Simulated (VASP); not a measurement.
A run of VASP 6.6.1 is set up as follows.

INCAR

```
PREC = Accurate
ENCUT = 520
EDIFF = 1E-7
ISMEAR = 0
SIGMA = 0.01
LREAL = Auto
LASPH = True
NELM = 80
ALGO = Normal
ISIF = 2
LWAVE = False
LCHARG = True
GGA = PE
IVDW = 12
LELF = True
LVHAR = True
NBANDS = 90
```

KPOINTS

```
Automatic mesh
0
Gamma
  3 3 2
  0 0 0.5
```

Contents of POSCAR:

```
Ge7Se9
1.0
    0.0000000000      3.8765427348     -4.4301029367
    0.0000000000      3.8765427348      4.4301029367
   10.9599057377      0.0000000000      0.0000000000
Se Ge
9 7
Direct
    0.9037175843      0.8449795833      0.1365281984
    0.1189855231      0.6296479592      0.8673741764
    0.6217478828      0.1266372985      0.8555515679
    0.8884385631      0.8634687482      0.3518678567
    0.3716304378      0.3785249280      0.3573608091
    0.1213866952      0.1234349191      0.6406166119
    0.6244244938      0.6269528733      0.6407558080
    0.8750954479      0.3502698604      0.1427359960
    0.4033101566      0.8728417176      0.1431746255
    0.4363890429      0.3105587425      0.1238428923
    0.0733408882      0.6745666121      0.6357605636
    0.5656476111      0.1829022631      0.6201387462
    0.9304762421      0.3334893058      0.3718426628
    0.4172128300      0.8208476245      0.3717868585
    0.0667712847      0.1820431650      0.8763027393
    0.5663964536      0.6817092928      0.8764103411
```

Potentials or basis: VASP PAW PBE potentials, release 64 (Se, Ge_d).

Command:

```bash
$ cat potpaw_PBE.64/Se/POTCAR potpaw_PBE.64/Ge_d/POTCAR > POTCAR
$ mpirun -np 1 vasp_std > vasp.out
```

What does it give for the largest force?

0.032 eV/Å.

What does it give for the band gap on the k mesh?

Zero (bands 76 and 77 overlap by 1.17 eV).

Stress tensor (GPa, compression positive):
```
-0.40 -0.01 -0.17
-0.01  0.15 -0.10
-0.17 -0.10 -0.26
```
